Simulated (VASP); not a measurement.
# BAs3 in VASP: notebook, part 2 of 2

VASP 6.6.1.

**4. Single point, PBE**

INCAR

```
PREC = Accurate ; ENCUT = 520
EDIFF = 1E-6 ; ISMEAR = -1
SIGMA = 0.2482 ; LREAL = Auto
LASPH = T ; NELM = 80
ALGO = Normal ; ISIF = 2
LWAVE = F ; LCHARG = T
GGA = PE ; LELF = T
LVHAR = T ; NBANDS = 61
```

KPOINTS

```
Automatic mesh
0
Gamma
  3 3 3
```

POSCAR

```
BAs3
1.0
    7.1150020000      0.1216840000     -0.0762260000
    0.1216840000      7.4579790000      0.0655730000
   -0.0762260000      0.0655730000      7.5605040000
B As
5 15
Direct
    0.0232216174      0.4740730501      0.8839589789
    0.1910802039      0.4580658696      0.6877736111
    0.0886065828      0.4788126720      0.1140716602
    0.1772779689      0.3408141084      0.4947316913
    0.1143308857      0.5533462432      0.4722140768
    0.6914115149      0.4711432119      0.1749377024
    0.9489272495      0.2616687285      0.3356205957
    0.6068986311      0.9247418917      0.1688210349
    0.8507545815      0.7226139436      0.9489402912
    0.9567715787      0.3125738023      0.6851472214
    0.5497441887      0.4210813996      0.6141744231
    0.1084729264      0.9811842092      0.9085218256
    0.2942468207      0.7121137815      0.9919241502
    0.8950614408      0.9304087839      0.2750029633
    0.3058644267      0.3210674962      0.2186302572
    0.3077970161      0.6987842250      0.6329317762
    0.3249718363      0.9372728920      0.2475951070
    0.8467978945      0.6811300334      0.4228885135
    0.7002503359      0.8755662265      0.6958744143
    0.7723564344      0.1716517239      0.9720705263
```

Started as:

```bash
> cat potpaw_PBE.64/B/POTCAR potpaw_PBE.64/As/POTCAR > POTCAR
> mpirun -np 1 vasp_std > vasp.out
```

Wall time 6 min (1 thread of Intel Xeon 6975P-C (Granite Rapids), shared host); peak memory 0.5 GiB.

It converged, with:

| Property | Result |
| --- | --- |
| Free energy | -87.9774 eV |
| Pressure | 5.5 GPa |
| Largest force | 5.179 eV/Å |
| Band gap on the k mesh | zero (band 45 reaches 4.32 eV, above the bottom of band 46 at 4.18 eV) |

Forces in eV/Å, atoms in the order of the input:
```
B    1.286  1.185  1.525
B    0.723  0.056  0.518
B    0.199 -0.350 -2.095
B    1.115 -0.146 -0.836
B   -0.516  1.420  0.209
As  -0.164 -0.352 -0.113
As  -0.212  0.340 -0.642
As   1.493  0.260 -3.335
As   0.526 -1.100 -1.003
As  -2.344 -1.763  0.795
As  -1.234  0.306  0.120
As  -0.728  0.454 -0.361
As   0.170 -1.116  1.080
As   4.013  2.590  0.102
As   0.259 -0.008  0.982
As   0.821  0.497 -0.911
As  -4.862  0.479  1.720
As  -0.062 -3.195  2.922
As   0.139  0.060 -0.420
As  -0.624  0.381 -0.258
```

Stress tensor (GPa, compression positive):
```
 7.06  1.16  0.62
 1.16  5.80 -1.95
 0.62 -1.95  3.59
```

Levels at points of the mesh, in eV from the Fermi level:
| k point | band 41 | band 42 | band 43 | band 44 | band 45 | band 46 | band 47 | band 48 | band 49 | band 50 |
| --- | --- | --- | --- | --- | --- | --- | --- | --- | --- | --- |
| (0.00, 0.00, 0.00) | -0.67 | -0.50 | -0.36 | -0.34 | -0.28 | -0.06 | 0.22 | 0.41 | 0.49 | 0.66 |

**5. Relaxation of cell and atoms, PBE**

INCAR

```
ALGO = Normal
EDIFF = 1E-7
EDIFFG = -0.04
ENCUT = 600
GGA = PE
IBRION = 2
ISIF = 3
ISMEAR = 0
ISYM = 0
LASPH = T
LCHARG = F
LREAL = Auto
LWAVE = F
NELM = 100
NSW = 90
PREC = Accurate
SIGMA = 0.1
```

KPOINTS

```
Automatic mesh
0
Gamma
  2 2 2
  0.5 0.5 0.5
```

POSCAR

```
BAs3
1.0
    7.1150020000      0.1216840000     -0.0762260000
    0.1216840000      7.4579790000      0.0655730000
   -0.0762260000      0.0655730000      7.5605040000
B As
5 15
Direct
    0.1571366672      0.4186725534      0.7941095901
    0.1862176450      0.4895971039      0.5980594951
    0.2661152852      0.4271932905      0.9825763264
    0.1650176924      0.4410751194      0.3822192973
    0.1153669007      0.6387320921      0.4424917757
    0.6679917257      0.4686812459      0.1944355212
    0.9281590369      0.2687277809      0.3636035618
    0.5888167638      0.9266158962      0.0968168666
    0.8795744014      0.6992238344      0.9243701574
    0.9382159193      0.2554872192      0.6675572136
    0.6258274439      0.4530338858      0.6076403481
    0.0156858003      0.0157573857      0.9589575280
    0.3646507752      0.6692016567      0.9676591594
    0.9668968759      0.9528372114      0.2736244336
    0.3351843486      0.3053765684      0.2257324637
    0.3653189288      0.7121722589      0.6631595682
    0.3132546906      0.9623952002      0.3203132262
    0.8249089120      0.6810566111      0.4638113131
    0.6867273084      0.9113221239      0.7084675214
    0.6989457827      0.2023057678      0.9574209786
```

Started as:

```bash
> cat potpaw_PBE.64/B/POTCAR potpaw_PBE.64/As/POTCAR > POTCAR
> mpirun -np 1 vasp_std > vasp.out
```

Run time: 74 min. Hardware: 1 thread of Intel Xeon 6975P-C (Granite Rapids), shared host; peak memory 0.56 GiB.

The run converged. Its results:

```yaml
Free_energy: -97.0030 eV
Relaxed_volume: 21.25 Å³/atom
Relaxed_cell: a = 6.724 Å, b = 7.833 Å, c = 8.234 Å, α = 88.42°, β = 101.39°, γ = 90.78°
Space_group_after_relaxing_to_0.05_Å: P1 (No. 1)
Energy_gained_by_relaxing: 253.0 meV/atom
Ionic_steps: 64
Pressure_after_relaxing: 0.0 GPa
Largest_force_after_relaxing: 0.037 eV/Å
Band_gap_on_the_k_mesh: 0.28 eV, indirect (least direct gap 0.30 eV)
```

Forces in eV/Å, atoms in the order of the input:
```
B   -0.007  0.010  0.006
B    0.009 -0.018 -0.011
B    0.004 -0.005 -0.022
B   -0.009 -0.013 -0.001
B    0.008 -0.010  0.005
As   0.031 -0.016 -0.012
As  -0.016  0.001  0.028
As   0.011  0.004  0.021
As   0.010  0.003 -0.011
As  -0.008  0.009  0.009
As  -0.016  0.005  0.008
As   0.006  0.009 -0.004
As  -0.003  0.006 -0.005
As  -0.003  0.009 -0.008
As   0.006  0.013  0.015
As  -0.007 -0.007 -0.002
As   0.004  0.016 -0.021
As  -0.003 -0.007  0.008
As   0.007  0.000  0.007
As  -0.025 -0.010 -0.008
```

The path:
```
step  energy change (eV)  largest force (eV/Å)  pressure (GPa)  volume (Å³)
   1              0.0000                2.3927            3.89       401.00
   3             -0.8305                1.1935           -1.41       423.14
   5             -1.2524                1.4496            0.25       416.84
   7             -1.4914                0.8955            1.10       414.85
   9             -1.8669                1.6633           -1.43       430.56
  11             -2.2722                1.8981           -0.38       428.11
  13             -2.6608                1.1982            0.50       422.25
  15             -2.9939                1.2499           -0.38       424.37
  17             -3.2314                0.9110           -0.19       421.77
  19             -3.5664                0.7252            0.90       415.44
  21             -3.7294                0.8586           -0.20       422.13
  23             -3.9461                1.1953           -0.03       424.99
  25             -4.2153                1.0679           -0.20       427.96
  27             -4.4582                0.8655           -0.16       427.84
  29             -4.6612                0.9836           -0.08       425.56
  31             -4.7689                0.5255            0.06       423.78
  33             -4.8507                0.5250            0.03       423.48
  35             -4.8973                0.5153            0.14       423.76
  37             -4.9468                0.2798           -0.15       425.79
  39             -4.9753                0.2653            0.17       424.51
  41             -4.9933                0.2498           -0.11       425.57
  43             -5.0123                0.1976           -0.02       424.91
  45             -5.0242                0.2883            0.06       424.25
  47             -5.0330                0.1685            0.03       424.41
  49             -5.0406                0.1332           -0.07       424.98
  51             -5.0458                0.1383            0.08       424.41
  53             -5.0486                0.0990           -0.01       424.94
  55             -5.0516                0.0826           -0.04       425.34
  57             -5.0537                0.1027            0.02       425.09
  59             -5.0554                0.0881            0.02       425.17
  61             -5.0569                0.0954           -0.06       425.47
  63             -5.0582                0.0603            0.04       424.92
  64             -5.0591                0.0374            0.01       425.02
```

Final structure:
```
B As
1.0
     6.68773   -0.02818   -0.70117
    -0.06516    7.83273    0.08349
    -0.77546    0.13389    8.19654
B As
5 15
Direct
  0.20928 0.36808 0.76245
  0.31399 0.42824 0.59903
  0.24758 0.44530 0.94875
  0.19046 0.42800 0.39548
  0.11175 0.57975 0.50729
  0.66820 0.39132 0.14851
  0.94728 0.25836 0.37985
  0.51805 0.88357 0.12961
  0.88435 0.78615 0.90824
  0.94414 0.22731 0.68450
  0.62337 0.48869 0.68960
  0.96074 0.07938 0.00461
  0.24993 0.70881 0.92117
  0.02106 0.96856 0.29643
  0.31539 0.36184 0.19584
  0.33854 0.73415 0.63689
  0.37907 0.06622 0.32459
  0.80192 0.64243 0.47340
  0.77236 0.91393 0.63188
  0.59255 0.13937 0.95489
```

Levels at points of the mesh, in eV from the valence-band top:
| k point | band 43 | band 44 | band 45 | band 46 | band 47 | band 48 |
| --- | --- | --- | --- | --- | --- | --- |
| (0.25, 0.25, 0.25) | -0.85 | -0.58 | -0.33 | 0.28 | 0.45 | 0.96 |

**6. Summary**

| task | cell | k mesh | cutoff (eV) | smearing | gap on the mesh (eV) | pressure (GPa) | largest force (eV/Å) |
| --- | --- | --- | --- | --- | --- | --- | --- |
| single point | as given | 1 × 1 × 1, shifted | 520 | fermi-dirac 0.05 eV | 0.50 | 3.3 | 1.82 |
| single point | as given | 3 × 3 × 3 | 520 | fermi-dirac 0.3447 eV | none | 4.0 | 6.48 |
| single point | as given | 3 × 3 × 3 | 520 | fermi-dirac 0.2482 eV | none | 5.5 | 5.18 |
| relaxation of cell and atoms | relaxed | 2 × 2 × 2, shifted | 600 | gaussian 0.1 eV | 0.28 | 0.0 | 0.04 |

Some of these runs hold the atoms at other places in the same cell, which the table doesn't show; runs alike in all that it shows share one row.

Alike in all rows: level PBE; potentials or basis VASP PAW PBE potentials, release 64 (B, As); no spin polarisation.

Caveats: some runs use coarse meshes.

Total energies depend on the potentials used, so only differences within one code and one set of settings carry meaning.
